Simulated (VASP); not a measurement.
A run of VASP 6.6.1:

INCAR

```
SYSTEM = TiO2
ALGO = Normal
EDIFF = 1E-7
ENCUT = 520
GGA = PE
ISIF = 2
ISMEAR = -1
LASPH = .True.
LCHARG = .False.
LREAL = .False.
LWAVE = .False.
NBANDS = 33
NELM = 60
PREC = Accurate
SIGMA = 0.05
```

KPOINTS

```
k-points
0
Gamma
  7 7 10
  0 0 0
```

POSCAR

```
TiO2
1.0
    4.6841013062      0.0000000000      0.0000000000
    0.0000000000      4.6841013062      0.0000000000
    0.0000000000      0.0000000000      3.0170343416
Ti O
2 4
Direct
    0.0000000000      0.0000000000      0.0000000000
    0.5000000000      0.5000000000      0.5000000000
    0.3060000000      0.3060000000      0.0000000000
    0.1940000000      0.8060000000      0.5000000000
    0.6940000000      0.6940000000      0.0000000000
    0.8060000000      0.1940000000      0.5000000000
```

Potentials or basis: VASP PAW PBE potentials, release 64 (Ti_sv, O).

Run with:

```bash
$ cat potpaw_PBE.64/Ti_sv/POTCAR potpaw_PBE.64/O/POTCAR > POTCAR
$ mpirun -np 1 vasp_std > vasp.out
```

Hardware: 1 thread of Intel Xeon 8259CL, on a shared host.

Problem. Estimate the wall time of this run.

Solution. Wall time 2.8 min on 1 thread of Intel Xeon 8259CL, with other jobs on the host, peak memory 0.24 GiB. Counts: scf iterations 19, k points 60.
